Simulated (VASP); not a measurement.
# TaN (Fm-3m) in VASP: further runs

TaN is run at these levels: BLYP, PBE, RPBE, PBEsol; tasks: single point.

All numbers are computed with VASP 6.6.1; they aren't measurements. Logs are shortened: lines on timing, memory, paths and dates and some standing lists are left out, and cuts for length are marked.

### 1 The cell of the first run

The structure is cubic, space group Fm-3m (No. 225). Conventional cell: a = 4.358 Å, b = 4.358 Å, c = 4.358 Å, α = 90.00°, β = 90.00°, γ = 90.00°. Ta (site symmetry m-3m) has 6 N at 2.18 Å within 2.9 Å. Within 2.9 Å of N (site symmetry m-3m) lie 6 Ta at 2.18 Å.

### 2 Single point, BLYP

Contents of INCAR:

```
PREC = Accurate ; ENCUT = 520
EDIFF = 1E-6 ; ISMEAR = -1
SIGMA = 0.1 ; LREAL = F
LASPH = T ; NELM = 100
ALGO = Normal ; ISIF = 2
LWAVE = F ; LCHARG = F
GGA = B5 ; ALDAX = 1.0
AGGAX = 1.0 ; AGGAC = 1.0
ALDAC = 0.0 ; NBANDS = 15
```

Contents of KPOINTS:

```
regular mesh
0
Gamma
  12 12 12
```

Contents of POSCAR:

```
TaN
1.0
    0.0000000000      2.1790000000      2.1790000000
    2.1790000000      0.0000000000      2.1790000000
    2.1790000000      2.1790000000      0.0000000000
Ta N
1 1
Direct
    0.5000000000      0.5000000000      0.5000000000
    0.0000000000      0.0000000000      0.0000000000
```

Potentials or basis: VASP PAW PBE potentials, release 64 (Ta_pv, N).

On the command line:

```sh
cat potpaw_PBE.64/Ta_pv/POTCAR potpaw_PBE.64/N/POTCAR > POTCAR
mpirun -np 1 vasp_std > vasp.out
```

OUTCAR:

```text
PREC = Accurate
   ENCUT = 520
   EDIFF = 1E-6
   ISMEAR = -1
   LREAL = F
   LASPH = T
   NELM = 100
   ISIF = 2
   GGA = B5

 ion  position               nearest neighbor table
   1  0.500  0.500  0.500-   2 2.18   2 2.18   2 2.18   2 2.18   2 2.18   2 2.18
   2  0.000  0.000  0.000-   1 2.18   1 2.18   1 2.18   1 2.18   1 2.18   1 2.18

  LATTYP: Found a face centered cubic cell.
 ALAT       =     4.3580000000

  Lattice vectors:

 A1 = (   0.0000000000,   2.1790000000,   2.1790000000)
 A2 = (   2.1790000000,   0.0000000000,   2.1790000000)
 A3 = (   2.1790000000,   2.1790000000,   0.0000000000)

Analysis of symmetry for initial positions (statically):
=====================================================================
 Subroutine PRICEL returns:
 Original cell was already a primitive cell.

 Routine SETGRP: Setting up the symmetry group for a
 face centered cubic supercell.

 Subroutine GETGRP returns: Found 48 space group operations
 (whereof 48 operations were pure point group operations)
 out of a pool of 48 trial point group operations.

The static configuration has the point symmetry O_h .

Analysis of symmetry for dynamics (positions and initial velocities):
=====================================================================
 Subroutine PRICEL returns:
 Original cell was already a primitive cell.

 Routine SETGRP: Setting up the symmetry group for a
 face centered cubic supercell.

 Subroutine GETGRP returns: Found 48 space group operations
 (whereof 48 operations were pure point group operations)
 out of a pool of 48 trial point group operations.

The dynamic configuration has the point symmetry O_h .

 Subroutine INISYM returns: Found 48 space group operations
 (whereof 48 operations are pure point group operations),
 and found     1 'primitive' translations

----------------------------------------------------------------------------------------

                                     Primitive cell

  volume of cell :      20.6920

  direct lattice vectors                    reciprocal lattice vectors
     0.000000000  2.179000000  2.179000000    -0.229463056  0.229463056  0.229463056
     2.179000000  0.000000000  2.179000000     0.229463056 -0.229463056  0.229463056
     2.179000000  2.179000000  0.000000000     0.229463056  0.229463056 -0.229463056

  length of vectors
     3.081571352  3.081571352  3.081571352     0.397441672  0.397441672  0.397441672

  position of ions in fractional coordinates (direct lattice)
     0.500000000  0.500000000  0.500000000
     0.000000000  0.000000000  0.000000000

  ion indices of the primitive-cell ions
   primitive index   ion index
                 1           1
                 2           2

----------------------------------------------------------------------------------------

 KPOINTS: regular mesh

Automatic generation of k-mesh.
 Grid dimensions read from file:
 generate k-points for:   12   12   12

 Generating k-lattice:

  Cartesian coordinates                     Fractional coordinates (reciprocal lattice)
    -0.019121921  0.019121921  0.019121921     0.083333333  0.000000000  0.000000000
     0.019121921 -0.019121921  0.019121921     0.000000000  0.083333333  0.000000000
     0.019121921  0.019121921 -0.019121921     0.000000000  0.000000000  0.083333333

  Length of vectors
     0.033120139  0.033120139  0.033120139

  Shift w.r.t. Gamma in fractional coordinates (k-lattice)
     0.000000000  0.000000000  0.000000000

 Subroutine IBZKPT returns following result:
 ===========================================

 Found     72 irreducible k-points:

 Following reciprocal coordinates:
            Coordinates               Weight
  0.000000  0.000000  0.000000      1.000000
  0.083333  0.000000  0.000000      8.000000
  0.166667  0.000000  0.000000      8.000000
  0.250000  0.000000  0.000000      8.000000
  0.333333  0.000000  0.000000      8.000000
  0.416667  0.000000  0.000000      8.000000
[... 16 lines left out ...]
  0.500000  0.166667  0.000000     24.000000
 -0.416667  0.166667  0.000000     24.000000
 [... further k-points ...]
   k-points           NKPTS =     72   k-points in BZ     NKDIM =     72   number of bands    NBANDS=     15
   number of dos      NEDOS =    301   number of ions     NIONS =      2
   total plane-waves  NPLWV =  13824
   dimension x,y,z NGX =    24 NGY =   24 NGZ =   24
   dimension x,y,z NGXF=    48 NGYF=   48 NGZF=   48
   ions per type =               1   1
   NGX,Y,Z   is equivalent  to a cutoff of  12.95, 12.95, 12.95 a.u.
   NGXF,Y,Z  is equivalent  to a cutoff of  25.90, 25.90, 25.90 a.u.
 SYSTEM =  unknown system
   PREC   = accura    normal or accurate (medium, high low for compatibility)
   ISTART =      0    job   : 0-new  1-cont  2-samecut
   ICHARG =      2    charge: 1-file 2-atom 10-const
   ISPIN  =      1    spin polarized calculation?
   LNONCOLLINEAR =      F non collinear calculations
   LSORBIT =      F    spin-orbit coupling
   LASPH  =      T    aspherical Exc in radial PAW
   ENCUT  =  520.0 eV  38.22 Ry    6.18 a.u.   5.73  5.73  5.73*2*pi/ulx,y,z
   NELM   =    100;   NELMIN=  2; NELMDL= -5     # of ELM steps
   EDIFF  = 0.1E-05   stopping-criterion for ELM
   LREAL  =      F    real-space projection
   EDIFFG = 0.1E-04   stopping-criterion for IOM
   NSW    =      0    number of steps for IOM
   IBRION =     -1    ionic relax: 0-MD 1-quasi-New 2-CG
   NFREE  =      0    steps in history (QN), initial steepest desc. (CG)
   ISIF   =      2    stress and relaxation
   ISYM   =      2    0-nonsym 1-usesym 2-fastsym
   POTIM  = 0.5000    time-step for ionic-motion
   TEBEG  =    0.0;   TEEND  =   0.0 temperature during run
   PSTRESS=    0.0 pullay stress
   NELECT =      16.0000    total number of electrons
   NUPDOWN=      -1.0000    fix difference up-down
   EMIN   =  10.00;   EMAX   =-10.00  energy-range for DOS
   EFERMI =   0.00;   METHOD = LEGACY
   ISMEAR =    -1;   SIGMA  =   0.10  broadening in eV -4-tet -1-fermi 0-gaus
   EFERMI_NEDOS =   21; number of points for ismear=-14 and -15
   IALGO  =     38    algorithm
   IMIX   =      4    mixing-type and parameters
     AMIX     =   0.40;   BMIX     =  1.00
     AMIX_MAG =   1.60;   BMIX_MAG =  1.00
  volume/ion in A,a.u.               =      10.35        69.82
  Fermi-wavevector in a.u.,A,eV,Ry     =   1.502615  2.839530 30.719922  2.257851
  Thomas-Fermi vector in A             =   2.613832
   LORBIT       =      0    0 simple, 1 ext, 2 COOP (PROOUT), +10 PAW based schemes
   GGA     = B5    functional components
   LHFCALC =     F    Hartree Fock is set to
   AEXX    =    0.0000 exact exchange contribution
   IVDW    =     0    specifies the selected vdW correction
   LEPSILON=     F    determine dielectric tensor
   LRPA    =     F    only Hartree local field effects (RPA)
 non-spin polarized calculation
  energy-cutoff  :      520.00
  volume of cell :       20.69
 maximum number of plane-waves:       568
   NGX = 11   NGY = 11   NGZ = 11

 number of electron      16.0000000 magnetization

 Free energy of the ion-electron system (eV)
  ---------------------------------------------------
  ext. energy  EPLUGINS =         0.00000000
  ---------------------------------------------------
  free energy    TOTEN  =       -19.70471106 eV

  energy without entropy =      -19.67442930  energy(sigma->0) =      -19.68957018

 E-fermi :  10.3533     XC(G=0): -12.8873

 val. band max:       10.3508800409   @ k =  -0.2500   0.4167   0.1667
 cond. band min:      10.3639107702   @ k =   0.2500   0.0833   0.0000
 fundamental gap:      0.0130307293
 Fermi energy:        10.3532563880

 k-point     1 :       0.0000    0.0000    0.0000
  band No.  band energies     occupation
      1     -25.2601      2.00000
      2     -25.2601      2.00000
      3     -25.2601      2.00000
      4      -8.5938      2.00000
      5       6.4519      2.00000
      6       6.4519      2.00000
      7       6.4519      2.00000
      8       8.2127      2.00000
      9       8.2127      2.00000
     10       8.2127      2.00000
     11      10.4506      0.54848
     12      10.4506      0.54847
     13      12.4001      0.00000
     14      20.2953      0.00000
     15      22.1318      0.00000

 k-point     2 :       0.0833    0.0000    0.0000
  band No.  band energies     occupation
      1     -25.3292      2.00000
      2     -25.2663      2.00000
      3     -25.2663      2.00000
      4      -8.4185      2.00000
      5       5.6444      2.00000
      6       5.8845      2.00000
      7       5.8845      2.00000
      8       8.4781      2.00000
      9       8.4781      2.00000
     10       8.5705      2.00000
     11      11.1321      0.00083
     12      11.1321      0.00083
     13      12.8759      0.00000
     14      20.8150      0.00000
     15      22.1314      0.00000

 k-point     3 :       0.1667    0.0000    0.0000
  band No.  band energies     occupation
      1     -25.5134      2.00000
      2     -25.2829      2.00000
      3     -25.2829      2.00000
      4      -7.9279      2.00000
      5       4.1697      2.00000
      6       4.8683      2.00000
      7       4.8683      2.00000
      8       9.0610      2.00000
      9       9.0861      1.99999
     10       9.0861      1.99999
     11      12.6389      0.00000
     12      12.6389      0.00000
     13      13.9895      0.00000
     14      22.1205      0.00000
     15      22.1574      0.00000

 k-point     4 :       0.2500    0.0000    0.0000
  band No.  band energies     occupation
      1     -25.7550      2.00000
      2     -25.3056      2.00000
      3     -25.3056      2.00000
      4      -7.2171      2.00000
      5       2.6500      2.00000
      6       3.9265      2.00000
      7       3.9265      2.00000
      8       9.6622      1.99801
      9       9.9585      1.96214
     10       9.9585      1.96214
     11      14.3955      0.00000
     12      14.3955      0.00000
     13      15.1726      0.00000
     14      22.1230      0.00000
     15      23.3191      0.00000
[... 307 lines left out ...]
 k-point    22 :       0.4167    0.1667    0.0000
  band No.  band energies     occupation
      1     -26.0027      2.00000
      2     -25.4429      2.00000
      3     -25.4136      2.00000
      4      -6.4045      2.00000
      5       1.3289      2.00000
      6       3.2360      2.00000
      7       3.7405      2.00000
      8       8.6690      2.00000
      9      12.4900      0.00000
     10      12.5966      0.00000
     11      14.9828      0.00000
     12      15.3976      0.00000
     13      18.4979      0.00000
     14      21.7818      0.00000
     15      22.2652      0.00000

 k-point    23 :       0.5000    0.1667    0.0000
  band No.  band energies     occupation
      1     -26.1006      2.00000
      2     -25.4882      2.00000
      3     -25.4074      2.00000
      4      -6.0257      2.00000
      5       0.8861      2.00000
      6       2.9835      2.00000
      7       3.2157      2.00000
      8       9.8263      1.98976
      9      12.6190      0.00000
     10      12.6204      0.00000
     11      15.9761      0.00000
     12      16.5995      0.00000
     13      18.5002      0.00000
     14      21.1164      0.00000
     15      22.1840      0.00000

 k-point    24 :      -0.4167    0.1667    0.0000
  band No.  band energies     occupation
      1     -26.1107      2.00000
      2     -25.5200      2.00000
      3     -25.3848      2.00000
      4      -5.8970      2.00000
      5       0.6865      2.00000
      6       2.9209      2.00000
      7       3.0886      2.00000
      8      11.0606      0.00169
      9      11.9452      0.00000
     10      12.0607      0.00000
     11      15.7766      0.00000
     12      17.8214      0.00000
     13      18.1745      0.00000
     14      21.3796      0.00000
     15      22.1987      0.00000

 [... further k-points ...]
[... 5 lines left out ...]
  --------------------------------------------------------------------------------------
  -------------------------------------------------------------------------------------
  Total        3.8347549      3.8347549      3.8347549      0.0000000      0.0000000      0.0000000
  in kB      296.9248256    296.9248256    296.9248256      0.0000000      0.0000000      0.0000000
  external PRESSURE =     296.9248256 kB  Pullay stress =       0.0000000 kB

 VOLUME and BASIS-vectors are now :
 -----------------------------------------------------------------------------
  energy-cutoff  :      520.00
  volume of cell :       20.69
      direct lattice vectors                 reciprocal lattice vectors
     0.000000000  2.179000000  2.179000000    -0.229463056  0.229463056  0.229463056
     2.179000000  0.000000000  2.179000000     0.229463056 -0.229463056  0.229463056
     2.179000000  2.179000000  0.000000000     0.229463056  0.229463056 -0.229463056

 POSITION                                       TOTAL-FORCE (eV/Angst)
 -----------------------------------------------------------------------------------
      2.17900      2.17900      2.17900         0.000000      0.000000      0.000000
      0.00000      0.00000      0.00000        -0.000000     -0.000000     -0.000000
 -----------------------------------------------------------------------------------
    total drift:                                0.000000     -0.000000     -0.000000

  FREE ENERGIE OF THE ION-ELECTRON SYSTEM (eV)
  ---------------------------------------------------
  free  energy   TOTEN  =       -19.7047110605 eV

  energy  without entropy=      -19.6744293004  energy(sigma->0) =      -19.68957018
```

Run time: 73 s. Hardware: 1 thread of AMD EPYC 7R13, shared host; peak memory 0.12 GiB.

Results:

| Item | Value |
| --- | --- |
| Free energy | -19.7047 eV |
| Pressure | 29.7 GPa |
| Band gap on the k mesh | zero (band 8 reaches 12.28 eV, above the bottom of band 9 at 8.21 eV) |

Caveat: the PAW data sets were made with another functional, which shifts forces and pressure a little; spin-orbit coupling is left out, which moves the levels of the heavy elements.

(Part 1 of 2 ends here.)
